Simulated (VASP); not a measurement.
A run of VASP 6.6.1 is set up as follows.

File INCAR:

```
ALGO     = Normal         # electronic algorithm
EDIFF    = 1E-7           # SCF threshold, eV
ENCUT    = 520            # plane-wave cutoff, eV
GGA      = PE             # functional
ISIF     = 2              # what is computed and relaxed
ISMEAR   = -1             # smearing method
LASPH    = True           # aspherical terms in the spheres
LCHARG   = True           # write CHGCAR
LELF     = True           # ELF
LREAL    = Auto         
LVHAR    = True         
LWAVE    = False          # write WAVECAR
NBANDS   = 86             # bands
NELM     = 80             # most SCF steps
PREC     = Accurate       # precision mode
SIGMA    = 0.3            # smearing width, eV
```

File KPOINTS:

```
k-points
0
Gamma
  3 3 3
```

The input POSCAR:

```
WC
1.0
   -2.8994000000     -5.0219080000      0.0000000000
    4.3491000000     -2.5109540000      0.0000000000
    0.0000000000      0.0000000000      5.6546000000
W C
8 8
Direct
    0.6776951429      0.5086820946      0.0423018427
    0.6898343892      0.5135558686      0.5207795423
    0.4345844481      0.0158732034      0.0294273689
    0.4684678222      0.0187568931      0.5320093375
    0.1939205492      0.5376637098      0.0195946663
    0.1861653998      0.5224685476      0.4951013334
   -0.0537485226      0.0082917232      0.0259611644
   -0.0378255625      0.0525921602      0.5287199802
    0.4512968464      0.6913821426      0.2904007357
    0.4183406473      0.6349904286      0.7806564567
    0.1874281698      0.1933340773      0.2553496269
    0.2183495688      0.2099475155      0.7701517349
   -0.0760648048      0.6911677600      0.2652176989
   -0.0630096303      0.6892713154      0.7766773954
    0.6752324060      0.2015747713      0.2674459732
    0.7199355480      0.1776416104      0.7586743536
```

Potentials or basis: VASP PAW PBE potentials, release 64 (W_sv, C).

Launch:

```console
$ cat potpaw_PBE.64/W_sv/POTCAR potpaw_PBE.64/C/POTCAR > POTCAR
$ mpirun -np 1 vasp_std > vasp.out
```

Question: Estimate the band gap on the k mesh.

Answer: Zero (band 72 reaches 11.50 eV, above the bottom of band 73 at 11.40 eV).

Question: Estimate the largest force.

Answer: 5.845 eV/Å.

Forces on the atoms (eV/Å):
```
W    0.604 -2.449 -4.836
W    0.971 -1.060  2.618
W   -0.594 -1.653 -1.323
W    1.442  2.707 -0.512
W   -1.386  3.866  0.794
W    0.509 -0.728  4.841
W    2.603 -0.305 -0.926
W   -3.512  2.962 -1.542
C    0.747  0.852 -1.642
C    1.352 -5.222 -2.251
C   -0.259 -0.636  1.029
C   -0.798  1.950 -0.191
C   -0.242 -1.292  1.060
C   -0.359 -0.132 -0.743
C   -2.765 -0.240  1.103
C    1.687  1.379  2.521
```

Caveat: the k points lie up to 0.42 Å⁻¹ apart; spin-orbit coupling is left out, which moves the levels of the heavy elements; forces of over 1 eV/Å act on the atoms, so gaps and moduli don't describe the material at rest.
